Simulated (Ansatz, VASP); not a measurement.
## Two plane-wave programs on Pt

```
Pt
1.0
     2.67434    0.00000    0.00000
    -1.33717    2.31604    0.00000
     0.00000    0.00000    5.10651
Pt
2
Direct
  0.66667 0.33333 0.75000
  0.33333 0.66667 0.25000
```

Alike in both runs: task single point; functional PBEsol; k mesh 24 × 24 × 12; occupations gaussian, width 0.15 eV; no spin polarisation.

```csv
,VASP,Ansatz
version,VASP 6.6.1,Ansatz 0.2.0
potentials or method,"VASP PAW PBE potentials, release 64 (Pt), cutoff 520 eV","scalar-relativistic, plane waves, PAW"
valence electrons in the cell,20,36
```

Ansatz gave:

| Property | Result |
| --- | --- |
| gap on the k mesh at the Fermi level (eV) | none |
| pressure (GPa) | -5.3 |
| traceless stress, the component that is largest in VASP (GPa) | -13.39 |

Problem. What did VASP give for the same quantities?

Solution. gap on the k mesh at the Fermi level (eV): none; pressure (GPa): -5.7; traceless stress, the component that is largest in VASP (GPa): -13.45.

VASP's potentials were made for PBE, not for PBEsol. A gap of «none» marks a metal or a gap that the smearing closes. With one functional, cell and mesh, what is left measures potentials, basis and numerics. VASP's potentials hold 20 valence electrons a cell and Ansatz's 36, so a difference there can come from the potentials and not from the codes.

Neither program's run includes spin-orbit coupling.
